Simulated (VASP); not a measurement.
# La (P6_3/mmc) in VASP: a series of runs, part 2 of 2

VASP 6.6.1. The steps go on from the part before.

### 3 Relaxation of cell and atoms, PBEsol, target pressure 10 GPa, at which the enthalpy is minimised

File INCAR:

```
PREC = Accurate
ENCUT = 600
EDIFF = 1E-7
ISMEAR = 0
SIGMA = 0.05
LREAL = F
LASPH = T
NELM = 60
ALGO = Normal
ISIF = 3
LWAVE = F
LCHARG = F
GGA = PS
IBRION = 2
NSW = 60
EDIFFG = -0.03
PSTRESS = 100.0
```

File KPOINTS:

```
Automatic mesh
0
Gamma
  7 7 4
```

File POSCAR:

```
La
1.0
    3.7500000000      0.0000000000      0.0000000000
   -1.8750000000      3.2475952642      0.0000000000
    0.0000000000      0.0000000000      6.0700000000
La
2
Direct
    0.3333333333      0.6666666667      0.2500000000
    0.6666666667      0.3333333333      0.7500000000
```

Potentials or basis: VASP PAW PBE potentials, release 64 (La).

Launch:

```console
$ cat potpaw_PBE.64/La/POTCAR > POTCAR
$ mpirun -np 1 vasp_std > vasp.out
```

Wall time 7.5 min (1 thread of Intel Xeon Platinum 8488C (Sapphire Rapids), shared host); peak memory 0.23 GiB.

The run converged. Its results:

* Free energy: -10.1732 eV
* Relaxed volume: 26.05 Å³/atom
* Relaxed cell: a = 3.261 Å, b = 3.261 Å, c = 5.656 Å, α = 90.00°, β = 90.00°, γ = 120.00°
* Space group after relaxing (to 0.1 Å): P6_3/mmc (No. 194)
* Energy change on relaxing (the run minimises the enthalpy): +191.7 meV/atom
* Ionic steps: 11
* Pressure after relaxing: 10.1 GPa
* Band gap on the k mesh: zero (bands 11 and 12 overlap by 2.14 eV)

Stress tensor (GPa, compression positive):
```
10.12  0.00  0.00
 0.00 10.12  0.00
 0.00  0.00  9.91
```

The path:
```
step  energy change (eV)  largest force (eV/Å)  pressure (GPa)  volume (Å³)
   1              0.0000                0.0000           -1.48        73.92
   2              0.6537                0.0000           14.56        49.06
   3              0.3909                0.0000            9.88        52.57
   4              0.4144                0.0000           10.15        52.19
   5              0.3968                0.0000           10.39        52.01
   6              0.5078                0.0000           11.41        51.29
   7              0.4000                0.0000           10.34        51.84
   8              0.3978                0.0000           10.28        51.87
   9              0.3983                0.0000           10.33        51.86
  10              0.3709                0.0000            9.82        52.30
  11              0.3834                0.0000           10.05        52.09
```

Final structure:
```cif
data_structure
_symmetry_space_group_name_H-M 'P 1'
_symmetry_Int_Tables_number 1
_cell_length_a 3.2612
_cell_length_b 3.2612
_cell_length_c 5.6560
_cell_angle_alpha 90.000
_cell_angle_beta 90.000
_cell_angle_gamma 120.000
_cell_volume 52.09
loop_
_atom_site_label
_atom_site_type_symbol
_atom_site_fract_x
_atom_site_fract_y
_atom_site_fract_z
_atom_site_occupancy
La1 La 0.33333 0.66667 0.25000 1
La2 La 0.66667 0.33333 0.75000 1
```

Levels at points of the mesh, in eV from the Fermi level:
| k point | band 9 | band 10 | band 11 | band 12 | band 13 | band 14 |
| --- | --- | --- | --- | --- | --- | --- |
| (0.00, 0.00, 0.00) | -2.40 | -1.84 | 0.73 | 1.74 | 1.74 | 1.90 |
| (0.00, 0.00, 0.50) | -1.25 | -1.25 | 1.08 | 1.08 | 1.86 | 1.92 |

Caveat: the cell is relaxed towards a set pressure, so the run minimises the enthalpy, not the energy; the volume moved by over 15 % at a fixed basis, so the end points are rough; the PAW data sets were made with another functional, which shifts forces and pressure a little; spin-orbit coupling is left out, which moves the levels of the heavy elements.

### 4 Relaxation of cell and atoms, PBEsol, target pressure 20 GPa, at which the enthalpy is minimised

File INCAR:

```
SYSTEM = La
PREC = Accurate
ENCUT = 600
EDIFF = 1E-6
ISMEAR = 0
SIGMA = 0.05
LREAL = .FALSE.
LASPH = .TRUE.
NELM = 60
ALGO = Normal
ISIF = 3
LWAVE = .FALSE.
LCHARG = .FALSE.
GGA = PS
IBRION = 2
NSW = 60
EDIFFG = -0.03
PSTRESS = 200.0
```

File KPOINTS:

```
regular mesh
0
G
  7 7 4
  0 0 0
```

POSCAR is that of step 3.

Launch:

```console
$ cat potpaw_PBE.64/La/POTCAR > POTCAR
$ mpirun -np 1 vasp_std > vasp.out
```

It took 6.4 min on 1 thread of Intel Xeon Platinum 8488C (Sapphire Rapids), shared host; peak memory 0.23 GiB.

It converged, with:

```
Free energy                                                : -9.5911 eV
Relaxed volume                                             : 22.87 Å³/atom
Relaxed cell                                               : a = 3.120 Å, b = 3.120 Å, c = 5.427 Å, α = 90.00°, β = 90.00°, γ = 120.00°
Space group after relaxing (to 0.1 Å)                      : P6_3/mmc (No. 194)
Energy change on relaxing (the run minimises the enthalpy) : +482.8 meV/atom
Ionic steps                                                : 10
Pressure after relaxing                                    : 20.2 GPa
Band gap on the k mesh                                     : zero (bands 11 and 12 overlap by 2.64 eV)
```

Stress tensor (GPa, compression positive):
```
20.19  0.00  0.00
 0.00 20.19  0.00
 0.00  0.00 20.09
```

The path:
```
step  energy change (eV)  largest force (eV/Å)  pressure (GPa)  volume (Å³)
   1              0.0000                0.0000           -1.48        73.92
   2              4.5465                0.0000           89.10        32.57
   3              0.8839                0.0000           16.93        46.83
   4              0.9932                0.0000           18.83        45.85
   5              1.0671                0.0000           20.18        45.24
   6              1.0647                0.0000           21.30        45.00
   7              1.0778                0.0000           21.71        44.89
   8              1.0706                0.0000           21.57        44.94
   9              0.8982                0.0000           19.19        46.30
  10              0.9655                0.0000           20.16        45.75
```

Final structure:
```cif
data_structure
_symmetry_space_group_name_H-M 'P 1'
_symmetry_Int_Tables_number 1
_cell_length_a 3.1201
_cell_length_b 3.1201
_cell_length_c 5.4265
_cell_angle_alpha 90.000
_cell_angle_beta 90.000
_cell_angle_gamma 120.000
_cell_volume 45.75
loop_
_atom_site_label
_atom_site_type_symbol
_atom_site_fract_x
_atom_site_fract_y
_atom_site_fract_z
_atom_site_occupancy
La1 La 0.33333 0.66667 0.25000 1
La2 La 0.66667 0.33333 0.75000 1
```

Levels at points of the mesh, in eV from the Fermi level:
| k point | band 8 | band 9 | band 10 | band 11 | band 12 | band 13 | band 14 | band 15 |
| --- | --- | --- | --- | --- | --- | --- | --- | --- |
| (0.00, 0.00, 0.00) | -13.66 | -1.87 | -1.78 | 0.52 | 1.74 | 1.74 | 1.81 | 1.85 |
| (0.00, 0.00, 0.50) | -13.89 | -1.05 | -1.05 | 1.18 | 1.18 | 1.88 | 1.88 | 1.88 |

Caveat: the cell is relaxed towards a set pressure, so the run minimises the enthalpy, not the energy; the volume moved by over 15 % at a fixed basis, so the end points are rough; the PAW data sets were made with another functional, which shifts forces and pressure a little; spin-orbit coupling is left out, which moves the levels of the heavy elements.

### 5 Relaxation of cell and atoms, PBEsol, target pressure 30 GPa, at which the enthalpy is minimised

File INCAR:

```
PREC     = Accurate       # precision mode
ENCUT    = 600            # plane-wave cutoff, eV
EDIFF    = 1E-6           # SCF threshold, eV
ISMEAR   = 0              # smearing method
SIGMA    = 0.05           # smearing width, eV
LREAL    = False          # projectors in reciprocal space
LASPH    = True           # aspherical terms in the spheres
NELM     = 80             # most SCF steps
ALGO     = Normal         # electronic algorithm
ISIF     = 3              # what is computed and relaxed
LWAVE    = False          # write WAVECAR
LCHARG   = False          # write CHGCAR
GGA      = PS             # functional
IBRION   = 2              # ionic algorithm
NSW      = 60             # ionic steps
EDIFFG   = -0.03          # ionic threshold
PSTRESS  = 300.0
```

File KPOINTS:

```
Automatic mesh
0
Gamma
  7 7 4
```

POSCAR is that of step 4.

Launch:

```console
$ cat potpaw_PBE.64/La/POTCAR > POTCAR
$ mpirun -np 1 vasp_std > vasp.out
```

Run time: 6.7 min. Hardware: 1 thread of Intel Xeon Platinum 8488C (Sapphire Rapids), shared host; peak memory 0.25 GiB.

The run converged. Its results:

| Quantity | Value |
| --- | --- |
| Free energy | -8.8601 eV |
| Relaxed volume | 20.53 Å³/atom |
| Relaxed cell | a = 3.018 Å, b = 3.018 Å, c = 5.205 Å, α = 90.00°, β = 90.00°, γ = 120.00° |
| Space group after relaxing (to 0.1 Å) | P6_3/mmc (No. 194) |
| Energy change on relaxing (the run minimises the enthalpy) | +848.3 meV/atom |
| Ionic steps | 11 |
| Pressure after relaxing | 30.0 GPa |
| Band gap on the k mesh | zero (bands 11 and 12 overlap by 2.90 eV) |

Stress tensor (GPa, compression positive):
```
30.14  0.00  0.00
 0.00 30.14  0.00
 0.00  0.00 29.83
```

The path:
```
step  energy change (eV)  largest force (eV/Å)  pressure (GPa)  volume (Å³)
   1              0.0000                0.0000           -1.48        73.92
   2             22.8082                0.0000          520.99        20.27
   3              0.0987                0.0000            4.02        60.15
   4              0.3742                0.0000            9.44        53.00
   5              1.9589                0.0000           34.81        39.97
   6              1.6054                0.0000           29.44        41.73
   7              1.7041                0.0000           31.37        41.20
   8              1.7167                0.0000           30.29        40.95
   9              1.7188                0.0000           30.42        40.94
  10              1.6656                0.0000           29.61        41.23
  11              1.6965                0.0000           30.03        41.06
```

Final structure:
```xyz
2
Lattice="3.0183 0.0000 0.0000 -1.5091 2.6139 0.0000 0.0000 0.0000 5.2047" Properties=species:S:1:pos:R:3 pbc="T T T"
La    0.0000    1.7426    1.3012
La    1.5091    0.8713    3.9035
```

Levels at points of the mesh, in eV from the Fermi level:
| k point | band 9 | band 10 | band 11 | band 12 | band 13 | band 14 |
| --- | --- | --- | --- | --- | --- | --- |
| (0.00, 0.00, 0.00) | -1.88 | -0.96 | 0.41 | 1.73 | 1.73 | 1.78 |
| (0.00, 0.00, 0.50) | -0.91 | -0.91 | 1.16 | 1.16 | 1.87 | 1.87 |

Caveat: the cell is relaxed towards a set pressure, so the run minimises the enthalpy, not the energy; the volume moved by over 15 % at a fixed basis, so the end points are rough; the PAW data sets were made with another functional, which shifts forces and pressure a little; spin-orbit coupling is left out, which moves the levels of the heavy elements.

### 6 Overview

| cell | gap on the mesh (eV) | pressure (GPa) |
| --- | --- | --- |
| relaxed | none | 0.1 |
| relaxed to 10 GPa | none | 10.1 |
| relaxed to 20 GPa | none | 20.2 |
| relaxed to 30 GPa | none | 30.0 |

Alike in all rows: task relaxation of cell and atoms; level PBEsol; potentials or basis VASP PAW PBE potentials, release 64 (La); no spin polarisation; k mesh 7 × 7 × 4; cutoff (eV) 600; smearing gaussian 0.05 eV.

Caveats: the PAW data sets were made with another functional, which shifts forces and pressure a little; spin-orbit coupling is left out, which moves the levels of the heavy elements; the cell is relaxed towards a set pressure, so the run minimises the enthalpy, not the energy (at least some runs); the volume moved by over 15 % at a fixed basis, so the end points are rough (at least some runs).

Absolute energies hang on the potentials; compare differences alone.
